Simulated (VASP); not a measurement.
# TaIn (Fm-3m) in VASP: a series of runs, part 2 of 2

VASP 6.6.1.

### 5 Single point, PBE

This run uses another cell than the first one, of 22.21 Å³/atom, 1.016 times its volume.

Contents of INCAR:

```
SYSTEM = TaIn
ALGO = Fast
EDIFF = 1E-7
ENCUT = 520
GGA = PE
ISIF = 2
ISMEAR = 0
LASPH = .True.
LCHARG = .False.
LREAL = .False.
LWAVE = .False.
NBANDS = 19
NELM = 80
PREC = Accurate
SIGMA = 0.1
```

Contents of KPOINTS:

```
k-points
0
Gamma
  18 18 18
  0 0 0
```

Contents of POSCAR:

```
TaIn
1.0
    0.0000000000      2.8108263244      2.8108263244
    2.8108263244      0.0000000000      2.8108263244
    2.8108263244      2.8108263244      0.0000000000
Ta In
1 1
Direct
    0.5000000000      0.5000000000      0.5000000000
    0.0000000000      0.0000000000      0.0000000000
```

Potentials or basis: VASP PAW PBE potentials, release 64 (Ta_pv, In_d).

Command:

```
> cat potpaw_PBE.64/Ta_pv/POTCAR potpaw_PBE.64/In_d/POTCAR > POTCAR
> mpirun -np 1 vasp_std > vasp.out
```

OUTCAR:

```text
SYSTEM = TaIn
   EDIFF = 1E-7
   ENCUT = 520
   GGA = PE
   ISIF = 2
   ISMEAR = 0
   LASPH = .True.
   LREAL = .False.
   NELM = 80
   PREC = Accurate

 ion  position               nearest neighbor table
   1  0.500  0.500  0.500-   2 2.81   2 2.81   2 2.81   2 2.81   2 2.81   2 2.81
   2  0.000  0.000  0.000-   1 2.81   1 2.81   1 2.81   1 2.81   1 2.81   1 2.81

  LATTYP: Found a face centered cubic cell.
 ALAT       =     5.6216526488

  Lattice vectors:

 A1 = (   0.0000000000,   2.8108263244,   2.8108263244)
 A2 = (   2.8108263244,   0.0000000000,   2.8108263244)
 A3 = (   2.8108263244,   2.8108263244,   0.0000000000)

Analysis of symmetry for initial positions (statically):
=====================================================================
 Subroutine PRICEL returns:
 Original cell was already a primitive cell.

 Routine SETGRP: Setting up the symmetry group for a
 face centered cubic supercell.

 Subroutine GETGRP returns: Found 48 space group operations
[... 9 lines left out ...]

 Routine SETGRP: Setting up the symmetry group for a
 face centered cubic supercell.

 Subroutine GETGRP returns: Found 48 space group operations
[... 144 lines left out ...]

 Free energy of the ion-electron system (eV)
  ---------------------------------------------------
  ext. energy  EPLUGINS =         0.00000000
  ---------------------------------------------------
  free energy    TOTEN  =       -12.48702918 eV

  energy without entropy =      -12.48348202  energy(sigma->0) =      -12.48525560

 E-fermi :   6.7474     XC(G=0): -11.2519

 val. band max:        6.7339053122   @ k =   0.4444   0.3333   0.0000
 cond. band min:       6.7602657551   @ k =  -0.1111   0.1111   0.0000
 fundamental gap:      0.0263604429
 Fermi energy:         6.7473950752

 k-point     1 :       0.0000    0.0000    0.0000
  band No.  band energies     occupation
      1     -28.3871      2.00000
      2     -28.3871      2.00000
      3     -28.3871      2.00000
      4      -7.5362      2.00000
      5      -7.5362      2.00000
      6      -7.3692      2.00000
[... 505 lines left out ...]
      6      -7.3539      2.00000
[... 11 lines left out ...]
     18      14.5855      0.00000
     19      16.4312      0.00000

 [... further k-points ...]
[... 5 lines left out ...]
  --------------------------------------------------------------------------------------
  -------------------------------------------------------------------------------------
  Total        0.0056661      0.0056661      0.0056661      0.0000000      0.0000000     -0.0000000
  in kB        0.2043929      0.2043929      0.2043929      0.0000000      0.0000000     -0.0000000
  external PRESSURE =       0.2043929 kB  Pullay stress =       0.0000000 kB

 VOLUME and BASIS-vectors are now :
 -----------------------------------------------------------------------------
  energy-cutoff  :      520.00
  volume of cell :       44.42
      direct lattice vectors                 reciprocal lattice vectors
     0.000000000  2.810826324  2.810826324    -0.177883634  0.177883634  0.177883634
     2.810826324  0.000000000  2.810826324     0.177883634 -0.177883634  0.177883634
     2.810826324  2.810826324  0.000000000     0.177883634  0.177883634 -0.177883634

 POSITION                                       TOTAL-FORCE (eV/Angst)
 -----------------------------------------------------------------------------------
      2.81083      2.81083      2.81083         0.000000      0.000000      0.000000
      0.00000      0.00000      0.00000        -0.000000     -0.000000     -0.000000
 -----------------------------------------------------------------------------------
    total drift:                               -0.000000      0.000000      0.000000

  FREE ENERGIE OF THE ION-ELECTRON SYSTEM (eV)
  ---------------------------------------------------
  free  energy   TOTEN  =       -12.4870291763 eV

  energy  without entropy=      -12.4834820240  energy(sigma->0) =      -12.48525560
```

OSZICAR:

```text
N       E                     dE             d eps       ncg     rms          rms(c)
DAV:   1     0.191232320761E+03    0.19123E+03   -0.12708E+04  7479   0.157E+03
DAV:   2    -0.274307968844E+01   -0.19398E+03   -0.18995E+03  7796   0.387E+02
DAV:   3    -0.130964135575E+02   -0.10353E+02   -0.10136E+02  8920   0.898E+01
DAV:   4    -0.134002993088E+02   -0.30389E+00   -0.30292E+00  8861   0.145E+01
DAV:   5    -0.134125249800E+02   -0.12226E-01   -0.12224E-01  9942   0.294E+00    0.103E+01
RMM:   6    -0.125299326253E+02    0.88259E+00   -0.11804E+00  8676   0.696E+00    0.431E+00
RMM:   7    -0.124936702047E+02    0.36262E-01   -0.50954E-01  9599   0.550E+00    0.113E+00
RMM:   8    -0.124874215123E+02    0.62487E-02   -0.46275E-02  9182   0.182E+00    0.571E-01
RMM:   9    -0.124874275136E+02   -0.60013E-05   -0.15770E-02  9781   0.968E-01    0.330E-01
RMM:  10    -0.124872521987E+02    0.17531E-03   -0.31180E-03 11191   0.388E-01    0.414E-01
RMM:  11    -0.124872345569E+02    0.17642E-04   -0.79797E-04 11262   0.245E-01    0.889E-01
RMM:  12    -0.124870625761E+02    0.17198E-03   -0.10251E-03  9140   0.330E-01    0.595E-02
RMM:  13    -0.124870476935E+02    0.14883E-04   -0.88973E-05 11385   0.977E-02    0.969E-02
RMM:  14    -0.124870326656E+02    0.15028E-04   -0.29828E-05 10898   0.395E-02    0.749E-02
RMM:  15    -0.124870290076E+02    0.36581E-05   -0.17089E-05 11260   0.412E-02    0.504E-03
RMM:  16    -0.124870290988E+02   -0.91221E-07   -0.48361E-06 11503   0.143E-02    0.140E-02
RMM:  17    -0.124870291763E+02   -0.77504E-07   -0.86233E-07  9779   0.639E-03
   1 F= -.12487029E+02 E0= -.12485256E+02  d E =-.354715E-02
```

stdout:

```text
POSCAR found type information on POSCAR TaIn
 POSCAR found :  2 types and       2 ions
 scaLAPACK will be used
 LDA part: xc-table for (Slater+PW92), standard interpolation
 POSCAR, INCAR and KPOINTS ok, starting setup
 FFT: planning ... GRIDC
 FFT: planning ... GRID_SOFT
 FFT: planning ... GRID
 WAVECAR not read
 entering main loop
```

Run time: 7 min. Hardware: 1 thread of AMD EPYC 7R43 (Zen 3), shared host; peak memory 0.25 GiB.

Results:

| Item | Value |
| --- | --- |
| Free energy | -12.4870 eV |
| Pressure | 0.0 GPa |
| Band gap on the k mesh | zero (band 12 reaches 8.05 eV, above the bottom of band 13 at 6.53 eV) |

Caveat: spin-orbit coupling is left out, which moves the levels of the heavy elements.

### 6 The runs side by side

```tsv
task	cell	k mesh	cutoff (eV)	gap on the mesh (eV)	pressure (GPa)
single point	a = 3.955 Å, angles 60.0°, 2 atoms	6 × 6 × 6	520	none	1.7
single point	a = 3.975 Å, angles 60.0°, 2 atoms	6 × 6 × 6	520	none	-0.1
relaxation of cell and atoms	relaxed from a = 3.955 Å, angles 60.0°, 2 atoms	6 × 6 × 6	600	none	0.0
single point	a = 3.975 Å, angles 60.0°, 2 atoms	18 × 18 × 18	520	none	0.0
```

Alike in all rows: level PBE; potentials or basis VASP PAW PBE potentials, release 64 (Ta_pv, In_d); no spin polarisation; smearing gaussian 0.1 eV.

Caveats: spin-orbit coupling is left out, which moves the levels of the heavy elements.

Absolute energies hang on the potentials; compare differences alone.
